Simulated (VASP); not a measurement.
# Ti4B (P6/mmm) in VASP: single point with PBE

Aim: the single point of Ti4B with PBE.

Everything below comes from runs of VASP 6.6.1. Logs are shortened: lines on timing, memory, paths and dates and some standing lists are left out, and cuts for length are marked.

**1. The cell of the first run**

It takes space group P6/mmm (No. 191, hexagonal). The conventional cell has a = 4.369 Å, b = 4.369 Å, c = 5.158 Å, α = 90.00°, β = 90.00°, γ = 120.00°. Within 3.3 Å of Ti (site symmetry -6m2) lie 5 Ti at 2.52 to 2.58 Å. Within 3.3 Å of Ti (site symmetry -6m2) lie 3 B at 2.52 Å and 5 Ti at 2.52 to 2.58 Å. B (site symmetry 6/mmm) has 6 Ti at 2.52 Å within 3.3 Å.

The cell was generated, and may not be a known phase.

**2. Single point, PBE, collinear spin**

INCAR reads:

```
SYSTEM = Ti4B
ALGO = Normal
EDIFF = 1E-7
ENCUT = 520
GGA = PE
ISIF = 2
ISMEAR = 0
ISPIN = 2
LASPH = .TRUE.
LCHARG = .TRUE.
LELF = .TRUE.
LMAXMIX = 4
LORBIT = 11
LREAL = .FALSE.
LVHAR = .TRUE.
LWAVE = .FALSE.
MAGMOM = 0.36 0.36 0 0 0
NBANDS = 38
NELM = 150
PREC = Accurate
SIGMA = 0.1
```

KPOINTS reads:

```
k-points
0
G
  12 12 8
  0 0 0
```

POSCAR reads:

```
Ti4B
1.0
    4.3690981184      0.0000000000      0.0000000000
   -2.1845490592      3.7837499622      0.0000000000
    0.0000000000      0.0000000000      5.1584217554
Ti B
4 1
Direct
    0.3333333333      0.6666666667      0.0000000000
    0.6666666667      0.3333333333      0.0000000000
    0.3333333333      0.6666666667      0.5000000000
    0.6666666667      0.3333333333      0.5000000000
    0.0000000000      0.0000000000      0.5000000000
```

Potentials or basis: VASP PAW PBE potentials, release 64 (Ti_sv, B).

Run with:

```bash
$ cat potpaw_PBE.64/Ti_sv/POTCAR potpaw_PBE.64/B/POTCAR > POTCAR
$ mpirun -np 1 vasp_std > vasp.out
```

OUTCAR:

```text
SYSTEM = Ti4B
   EDIFF = 1E-7
   ENCUT = 520
   GGA = PE
   ISIF = 2
   ISMEAR = 0
   ISPIN = 2
   LASPH = .TRUE.
   LORBIT = 11
   LREAL = .FALSE.
   NELM = 150
   PREC = Accurate

 ion  position               nearest neighbor table
   1  0.333  0.667  0.000-   2 2.52   2 2.52   2 2.52   3 2.58   3 2.58
   2  0.667  0.333  0.000-   1 2.52   1 2.52   1 2.52   4 2.58   4 2.58
   3  0.333  0.667  0.500-   5 2.52   4 2.52   4 2.52   5 2.52   5 2.52   4 2.52   1 2.58   1 2.58

   4  0.667  0.333  0.500-   3 2.52   5 2.52   3 2.52   5 2.52   5 2.52   3 2.52   2 2.58   2 2.58

   5  0.000  0.000  0.500-   3 2.52   4 2.52   4 2.52   3 2.52   4 2.52   3 2.52

  LATTYP: Found a hexagonal cell.
 ALAT       =     4.3690981184
 C/A-ratio  =     1.1806605427

  Lattice vectors:

 A1 = (   4.3690981184,   0.0000000000,   0.0000000000)
 A2 = (  -2.1845490592,   3.7837499622,   0.0000000000)
 A3 = (   0.0000000000,   0.0000000000,   5.1584217554)

Analysis of symmetry for initial positions (statically):
=====================================================================
 Subroutine PRICEL returns:
 Original cell was already a primitive cell.

 Routine SETGRP: Setting up the symmetry group for a
 hexagonal supercell.

 Subroutine GETGRP returns: Found 24 space group operations
 (whereof 24 operations were pure point group operations)
 out of a pool of 24 trial point group operations.

The static configuration has the point symmetry D_6h.

Analysis of symmetry for dynamics (positions and initial velocities):
=====================================================================
 Subroutine PRICEL returns:
 Original cell was already a primitive cell.

 Routine SETGRP: Setting up the symmetry group for a
 hexagonal supercell.

 Subroutine GETGRP returns: Found 24 space group operations
 (whereof 24 operations were pure point group operations)
 out of a pool of 24 trial point group operations.

The dynamic configuration has the point symmetry D_6h.

Analysis of structural, dynamic, and magnetic symmetry:
=====================================================================
 Subroutine PRICEL returns:
 Original cell was already a primitive cell.

 Routine SETGRP: Setting up the symmetry group for a
 hexagonal supercell.

 Subroutine GETGRP returns: Found 24 space group operations
 (whereof 24 operations were pure point group operations)
 out of a pool of 24 trial point group operations.

The overall configuration has the point symmetry D_6h.

[... 133 lines left out ...]
   LEPSILON=     F    determine dielectric tensor
   LRPA    =     F    only Hartree local field effects (RPA)
 spin polarized calculation
 Gauss-broadening in eV      SIGMA  =   0.10
  energy-cutoff  :      520.00
  volume of cell :       85.28
 maximum number of plane-waves:      2314
   NGX = 17   NGY = 17   NGZ = 19

 number of electron      51.0000020 magnetization       2.2365956

 Free energy of the ion-electron system (eV)
  ---------------------------------------------------
  ext. energy  EPLUGINS =         0.00000000
  ---------------------------------------------------
  free energy    TOTEN  =       -33.09949192 eV

  energy without entropy =      -33.06211825  energy(sigma->0) =      -33.08080509

 E-fermi :   6.6046     XC(G=0): -10.8644

 val. band max:        6.6044255138   @ k =   0.0833   0.0833   0.1250
 cond. band min:       6.6083409925   @ k =   0.2500   0.1667   0.5000
 fundamental gap:      0.0039154787
 Fermi energy:         6.6046320175

 spin component 1

 k-point     1 :       0.0000    0.0000    0.0000
  band No.  band energies     occupation
      1     -50.2139      1.00000
      2     -49.9185      1.00000
      3     -49.7968      1.00000
      4     -49.5116      1.00000
      5     -26.8130      1.00000
      6     -26.8130      1.00000
[... 949 lines left out ...]
     36      10.2321      0.00000
     37      10.3421      0.00000

 [... further k-points ...]

 spin component 2

 k-point     1 :       0.0000    0.0000    0.0000
  band No.  band energies     occupation
      1     -49.8133      1.00000
      2     -49.5233      1.00000
      3     -49.4027      1.00000
      4     -49.1229      1.00000
      5     -26.3977      1.00000
      6     -26.3967      1.00000
[... 949 lines left out ...]
     36      10.3330      0.00000
     37      10.4144      0.00000

 [... further k-points ...]

 [bands above 37 left out]

------------------------ aborting loop because EDIFF is reached ----------------------------------------

  FORCE on cell =-STRESS in cart. coord.  units (eV):
  Direction    XX          YY          ZZ          XY          YZ          ZX
  --------------------------------------------------------------------------------------
  -------------------------------------------------------------------------------------
  Total       -0.0922426     -0.0922426     -0.1250669      0.0000000      0.0000000     -0.0000000
  in kB       -1.7330500     -1.7330500     -2.3497508      0.0000000      0.0000000     -0.0000000
  external PRESSURE =      -1.9386169 kB  Pullay stress =       0.0000000 kB

 VOLUME and BASIS-vectors are now :
 -----------------------------------------------------------------------------
  energy-cutoff  :      520.00
  volume of cell :       85.28
      direct lattice vectors                 reciprocal lattice vectors
     4.369098118  0.000000000  0.000000000     0.228880188  0.132144038  0.000000000
    -2.184549059  3.783749962  0.000000000     0.000000000  0.264288077  0.000000000
     0.000000000  0.000000000  5.158421755     0.000000000  0.000000000  0.193857743

 POSITION                                       TOTAL-FORCE (eV/Angst)
 -----------------------------------------------------------------------------------
     -0.00000      2.52250      0.00000        -0.000000      0.000000     -0.000000
      2.18455      1.26125      0.00000         0.000000     -0.000000      0.000000
     -0.00000      2.52250      2.57921        -0.000000      0.000000      0.000000
      2.18455      1.26125      2.57921         0.000000     -0.000000      0.000000
      0.00000      0.00000      2.57921         0.000000      0.000000      0.000000
 -----------------------------------------------------------------------------------
    total drift:                               -0.000000      0.000000     -0.000000

  FREE ENERGIE OF THE ION-ELECTRON SYSTEM (eV)
  ---------------------------------------------------
  free  energy   TOTEN  =       -33.0994919246 eV

  energy  without entropy=      -33.0621182487  energy(sigma->0) =      -33.08080509

 total charge

# of ion       s       p       d       tot
------------------------------------------
    1        2.269   6.052   2.100  10.421
    2        2.269   6.052   2.100  10.421
    3        2.247   6.108   2.070  10.425
    4        2.247   6.108   2.070  10.425
    5        0.696   0.837   0.000   1.534
--------------------------------------------------
tot          9.729  25.158   8.340  43.226

 magnetization (x)

# of ion       s       p       d       tot
------------------------------------------
    1        0.038   0.033   0.821   0.892
    2        0.038   0.033   0.821   0.892
    3       -0.000   0.006   0.018   0.024
    4       -0.000   0.006   0.018   0.024
    5        0.004   0.008   0.000   0.011
--------------------------------------------------
tot          0.079   0.085   1.679   1.843
```

OSZICAR:

```text
N       E                     dE             d eps       ncg     rms          rms(c)
DAV:   1     0.679520985365E+03    0.67952E+03   -0.25215E+04 14616   0.160E+03
DAV:   2     0.478695204372E+02   -0.63165E+03   -0.61295E+03 14518   0.507E+02
DAV:   3    -0.274452631687E+02   -0.75315E+02   -0.72132E+02 22938   0.155E+02
[... 28 lines left out ...]
DAV:  32    -0.330994915340E+02   -0.16405E-07   -0.15545E-05 18888   0.169E-02    0.873E-03
DAV:  33    -0.330994916416E+02   -0.10762E-06   -0.28350E-06 20078   0.772E-03    0.294E-03
DAV:  34    -0.330994915368E+02    0.10476E-06   -0.48606E-07 16642   0.263E-03    0.288E-03
DAV:  35    -0.330994918319E+02   -0.29512E-06   -0.14485E-06 16310   0.596E-03    0.120E-03
DAV:  36    -0.330994919276E+02   -0.95626E-07   -0.14841E-06 18510   0.516E-03    0.148E-03
DAV:  37    -0.330994919246E+02    0.30068E-08   -0.39267E-07 14362   0.254E-03
   1 F= -.33099492E+02 E0= -.33080805E+02  d E =-.373737E-01  mag=     2.2371
```

stdout:

```text
POSCAR found type information on POSCAR TiB
 POSCAR found :  2 types and       5 ions
 scaLAPACK will be used
 LDA part: xc-table for (Slater+PW92), standard interpolation
 POSCAR, INCAR and KPOINTS ok, starting setup
 FFT: planning ... GRIDC
 FFT: planning ... GRID_SOFT
 FFT: planning ... GRID
 WAVECAR not read
 entering main loop
```

It took 31 min on 1 thread of Oxide Virtual Turin-like, shared host; peak memory 0.49 GiB.

What came out:

```yaml
Free_energy: -33.0995 eV
Pressure: -0.2 GPa
Net_moment: 2.24 μB per cell
Site_moments: Ti +0.89, +0.02 (each value once); B +0.01 μB
Valence_electrons_inside_the_program's_atomic_spheres: Ti 10.42, 10.43 (each value once); B 1.53
```
